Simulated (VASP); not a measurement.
# Ti (Im-3m) in VASP: further runs, part 2 of 2

VASP 6.6.1. The steps go on from the part before.

## (3) Relaxation of cell and atoms, PBE, target pressure 68 GPa, at which the enthalpy is minimised

This run uses another cell than the first one, of 12.21 Å³/atom.

Input file INCAR:

```
SYSTEM = Ti
PREC = Accurate ; ENCUT = 600
EDIFF = 1E-7 ; ISMEAR = -1
SIGMA = 0.1 ; LREAL = .FALSE.
LASPH = .TRUE. ; NELM = 80
ALGO = Normal ; ISIF = 3
LWAVE = .FALSE. ; LCHARG = .FALSE.
GGA = PE ; IBRION = 2
NSW = 60 ; EDIFFG = -0.005
PSTRESS = 680.0
```

Input file KPOINTS:

```
regular mesh
0
G
  19 19 19
  0 0 0
```

Input file POSCAR:

```
Ti
1.0
   -1.4507993293      1.4507993293      1.4507993293
    1.4507993293     -1.4507993293      1.4507993293
    1.4507993293      1.4507993293     -1.4507993293
Ti
1
Direct
    0.0000000000      0.0000000000      0.0000000000
```

Potentials or basis: VASP PAW PBE potentials, release 64 (Ti_sv).

The run is started by

```sh
$ cat potpaw_PBE.64/Ti_sv/POTCAR > POTCAR
$ mpirun -np 1 vasp_std > vasp.out
```

OUTCAR:

```text
SYSTEM = Ti
   PREC = Accurate
   ENCUT = 600
   EDIFF = 1E-7
   ISMEAR = -1
   LREAL = .FALSE.
   LASPH = .TRUE.
   NELM = 80
   ISIF = 3
   GGA = PE
   IBRION = 2
   NSW = 60
   EDIFFG = -0.005
   PSTRESS = 680.0

 ion  position               nearest neighbor table
   1  0.000  0.000  0.000-

  LATTYP: Found a body centered cubic cell.
 ALAT       =     2.9015986586

  Lattice vectors:

 A1 = (  -1.4507993293,   1.4507993293,   1.4507993293)
 A2 = (   1.4507993293,  -1.4507993293,   1.4507993293)
 A3 = (   1.4507993293,   1.4507993293,  -1.4507993293)

Analysis of symmetry for initial positions (statically):
=====================================================================
 Subroutine PRICEL returns:
 Original cell was already a primitive cell.

 Routine SETGRP: Setting up the symmetry group for a
 body centered cubic supercell.

 Subroutine GETGRP returns: Found 48 space group operations
 (whereof 48 operations were pure point group operations)
 out of a pool of 48 trial point group operations.

The static configuration has the point symmetry O_h .

Analysis of symmetry for dynamics (positions and initial velocities):
=====================================================================
 Subroutine PRICEL returns:
 Original cell was already a primitive cell.

 Routine SETGRP: Setting up the symmetry group for a
 body centered cubic supercell.

 Subroutine GETGRP returns: Found 48 space group operations
 (whereof 48 operations were pure point group operations)
 out of a pool of 48 trial point group operations.

The dynamic configuration has the point symmetry O_h .

 Subroutine INISYM returns: Found 48 space group operations
 (whereof 48 operations are pure point group operations),
 and found     1 'primitive' translations

----------------------------------------------------------------------------------------

                                     Primitive cell

  volume of cell :      12.2147

  direct lattice vectors                    reciprocal lattice vectors
    -1.450799329  1.450799329  1.450799329     0.000000000  0.344637601  0.344637601
     1.450799329 -1.450799329  1.450799329     0.344637601  0.000000000  0.344637601
     1.450799329  1.450799329 -1.450799329     0.344637601  0.344637601  0.000000000

  length of vectors
     2.512858150  2.512858150  2.512858150     0.487391169  0.487391169  0.487391169

  position of ions in fractional coordinates (direct lattice)
     0.000000000  0.000000000  0.000000000

  ion indices of the primitive-cell ions
   primitive index   ion index
                 1           1

----------------------------------------------------------------------------------------

 KPOINTS: regular mesh

Automatic generation of k-mesh.
 Grid dimensions read from file:
 generate k-points for:   19   19   19

 Generating k-lattice:

  Cartesian coordinates                     Fractional coordinates (reciprocal lattice)
     0.000000000  0.018138821  0.018138821     0.052631579  0.000000000  0.000000000
     0.018138821  0.000000000  0.018138821     0.000000000  0.052631579  0.000000000
     0.018138821  0.018138821  0.000000000     0.000000000  0.000000000  0.052631579

  Length of vectors
     0.025652167  0.025652167  0.025652167

  Shift w.r.t. Gamma in fractional coordinates (k-lattice)
     0.000000000  0.000000000  0.000000000

 Subroutine IBZKPT returns following result:
 ===========================================

 Found    220 irreducible k-points:

 Following reciprocal coordinates:
            Coordinates               Weight
  0.000000  0.000000  0.000000      1.000000
  0.052632  0.000000  0.000000     12.000000
  0.105263  0.000000  0.000000     12.000000
  0.157895  0.000000  0.000000     12.000000
  0.210526  0.000000  0.000000     12.000000
  0.263158  0.000000  0.000000     12.000000
[... 16 lines left out ...]
  0.263158  0.105263  0.000000     48.000000
  0.315789  0.105263 -0.000000     48.000000
 [... further k-points ...]
   k-points           NKPTS =    220   k-points in BZ     NKDIM =    220   number of bands    NBANDS=     10
   number of dos      NEDOS =    301   number of ions     NIONS =      1
   total plane-waves  NPLWV =   8000
   dimension x,y,z NGX =    20 NGY =   20 NGZ =   20
   dimension x,y,z NGXF=    40 NGYF=   40 NGZF=   40
   ions per type =               1
   NGX,Y,Z   is equivalent  to a cutoff of  13.23, 13.23, 13.23 a.u.
   NGXF,Y,Z  is equivalent  to a cutoff of  26.46, 26.46, 26.46 a.u.
 SYSTEM =  Ti
   PREC   = accura    normal or accurate (medium, high low for compatibility)
   ISTART =      0    job   : 0-new  1-cont  2-samecut
   ICHARG =      2    charge: 1-file 2-atom 10-const
   ISPIN  =      1    spin polarized calculation?
   LNONCOLLINEAR =      F non collinear calculations
   LSORBIT =      F    spin-orbit coupling
   LASPH  =      T    aspherical Exc in radial PAW
   ENCUT  =  600.0 eV  44.10 Ry    6.64 a.u.   5.02  5.02  5.02*2*pi/ulx,y,z
   NELM   =     80;   NELMIN=  2; NELMDL= -5     # of ELM steps
   EDIFF  = 0.1E-06   stopping-criterion for ELM
   LREAL  =      F    real-space projection
   EDIFFG = -.5E-02   stopping-criterion for IOM
   NSW    =     60    number of steps for IOM
   IBRION =      2    ionic relax: 0-MD 1-quasi-New 2-CG
   NFREE  =      1    steps in history (QN), initial steepest desc. (CG)
   ISIF   =      3    stress and relaxation
   ISYM   =      2    0-nonsym 1-usesym 2-fastsym
   POTIM  = 0.5000    time-step for ionic-motion
   TEBEG  =    0.0;   TEEND  =   0.0 temperature during run
   PSTRESS=  680.0 pullay stress
   NELECT =      12.0000    total number of electrons
   NUPDOWN=      -1.0000    fix difference up-down
   EMIN   =  10.00;   EMAX   =-10.00  energy-range for DOS
   EFERMI =   0.00;   METHOD = LEGACY
   ISMEAR =    -1;   SIGMA  =   0.10  broadening in eV -4-tet -1-fermi 0-gaus
   EFERMI_NEDOS =   21; number of points for ismear=-14 and -15
   IALGO  =     38    algorithm
   IMIX   =      4    mixing-type and parameters
     AMIX     =   0.40;   BMIX     =  1.00
     AMIX_MAG =   1.60;   BMIX_MAG =  1.00
  volume/ion in A,a.u.               =      12.21        82.43
  Fermi-wavevector in a.u.,A,eV,Ry     =   1.627451  3.075436 36.036344  2.648597
  Thomas-Fermi vector in A             =   2.720244
   LORBIT       =      0    0 simple, 1 ext, 2 COOP (PROOUT), +10 PAW based schemes
   GGA     = PE    functional components
   LHFCALC =     F    Hartree Fock is set to
   AEXX    =    0.0000 exact exchange contribution
   IVDW    =     0    specifies the selected vdW correction
   LEPSILON=     F    determine dielectric tensor
   LRPA    =     F    only Hartree local field effects (RPA)
 conjugate gradient relaxation of ions
 non-spin polarized calculation
  energy-cutoff  :      600.00
  volume of cell :       12.21
 maximum number of plane-waves:       420
   NGX =  9   NGY =  9   NGZ =  9

--------------------------------------- Ionic step        1  -------------------------------------------

 number of electron      12.0000005 magnetization

 Free energy of the ion-electron system (eV)
  ---------------------------------------------------
  ext. energy  EPLUGINS =         0.00000000
  ---------------------------------------------------
  free energy    TOTEN  =        -6.98286199 eV

  energy without entropy =       -6.93891024  energy(sigma->0) =       -6.96088612

------------------------ aborting loop because EDIFF is reached ----------------------------------------

  FORCE on cell =-STRESS in cart. coord.  units (eV):
  Direction    XX          YY          ZZ          XY          YZ          ZX
  --------------------------------------------------------------------------------------
  -------------------------------------------------------------------------------------
  Total        4.7257506      4.7257506      4.7257506      0.0000000      0.0000000      0.0000000
  in kB      619.8681891    619.8681891    619.8681891      0.0000000      0.0000000      0.0000000
  external PRESSURE =     -60.1318109 kB  Pullay stress =     680.0000000 kB
[... 98 lines left out ...]
--------------------------------------- Ionic step        4  -------------------------------------------

 number of electron      12.0000002 magnetization

 Free energy of the ion-electron system (eV)
  ---------------------------------------------------
  ext. energy  EPLUGINS =         0.00000000
  ---------------------------------------------------
  free energy    TOTEN  =        -6.87436884 eV

  energy without entropy =       -6.83278487  energy(sigma->0) =       -6.85357685

 E-fermi :  12.6188     XC(G=0): -13.3737

 val. band max:       12.6142819096   @ k =  -0.2632   0.2632   0.0526
 cond. band min:      12.6309864388   @ k =  -0.3158  -0.4737   0.1053
 fundamental gap:      0.0167045292
 Fermi energy:        12.6188236248

 k-point     1 :       0.0000    0.0000    0.0000
  band No.  band energies     occupation
      1     -43.4590      2.00000
      2     -18.4769      2.00000
      3     -18.4769      2.00000
      4     -18.4769      2.00000
      5       6.1892      2.00000
      6      13.8268      0.00001
      7      13.8268      0.00001
      8      13.8268      0.00001
      9      16.5563      0.00000
     10      16.5563      0.00000
[... 287 lines left out ...]
 k-point    24 :       0.3158    0.1053   -0.0000
  band No.  band energies     occupation
      1     -42.9848      2.00000
      2     -20.2148      2.00000
      3     -19.0492      2.00000
      4     -18.5823      2.00000
      5       9.5633      2.00000
      6      11.9151      1.99824
      7      13.5193      0.00025
      8      16.3481      0.00000
      9      17.2663      0.00000
     10      18.7057      0.00000

 [... further k-points ...]
[... 5 lines left out ...]
  --------------------------------------------------------------------------------------
  -------------------------------------------------------------------------------------
  Total        5.0704352      5.0704352      5.0704352      0.0000000      0.0000000      0.0000000
  in kB      679.9736366    679.9736366    679.9736366      0.0000000      0.0000000      0.0000000
  external PRESSURE =      -0.0263634 kB  Pullay stress =     680.0000000 kB
[... 20 lines left out ...]
  energy  without entropy=       -6.8327848658  energy(sigma->0) =       -6.85357685

  enthalpy is  TOTEN    =        -1.8037370109 eV   P V=        5.0706318324

 reached required accuracy - stopping structural energy minimisation
```

CONTCAR:

```text
Ti
   1.00000000000000
    -1.4401285237929042    1.4401285237929042    1.4401285237929042
     1.4401285237929042   -1.4401285237929042    1.4401285237929042
     1.4401285237929042    1.4401285237929042   -1.4401285237929042
  Ti
     1
Direct
     0.0000000000000000    0.0000000000000000    0.0000000000000000

  0.00000000E+00  0.00000000E+00  0.00000000E+00
```

It took 45 s on 1 thread of Intel Xeon 6975P-C (Granite Rapids), shared host; peak memory 0.15 GiB.

Results:

- Free energy: -6.8744 eV
- Relaxed volume: 11.95 Å³/atom
- Relaxed cell: a = 2.494 Å, b = 2.494 Å, c = 2.494 Å, α = 109.47°, β = 109.47°, γ = 109.47°
- Space group after relaxing (to 0.1 Å): Im-3m (No. 229)
- Energy change on relaxing (the run minimises the enthalpy): +108.5 meV/atom
- Ionic steps: 4
- Pressure after relaxing: 68.0 GPa
- Band gap on the k mesh: zero (bands 6 and 7 overlap by 2.12 eV)

The path:
| step | energy change (eV) | largest force (eV/Å) | pressure (GPa) | volume (Å³) |
| --- | --- | --- | --- | --- |
| 1 | 0.0000 | 0.0000 | 61.99 | 12.21 |
| 2 | 0.3526 | 0.0000 | 81.31 | 11.42 |
| 3 | 0.1062 | 0.0000 | 67.87 | 11.95 |
| 4 | 0.1085 | 0.0000 | 68.00 | 11.95 |

Final structure:
```
CELL_PARAMETERS angstrom
-1.44013 1.44013 1.44013
1.44013 -1.44013 1.44013
1.44013 1.44013 -1.44013
ATOMIC_POSITIONS crystal
Ti 0.00000 0.00000 0.00000
```

Levels at points of the mesh, in eV from the Fermi level:
| k point | band 2 | band 3 | band 4 | band 5 | band 6 | band 7 | band 8 | band 9 | band 10 |
| --- | --- | --- | --- | --- | --- | --- | --- | --- | --- |
| (0.00, 0.00, 0.00) | -31.10 | -31.10 | -31.10 | -6.43 | 1.21 | 1.21 | 1.21 | 3.94 | 3.94 |

Caveat: the cell is relaxed towards a set pressure, so the run minimises the enthalpy, not the energy.
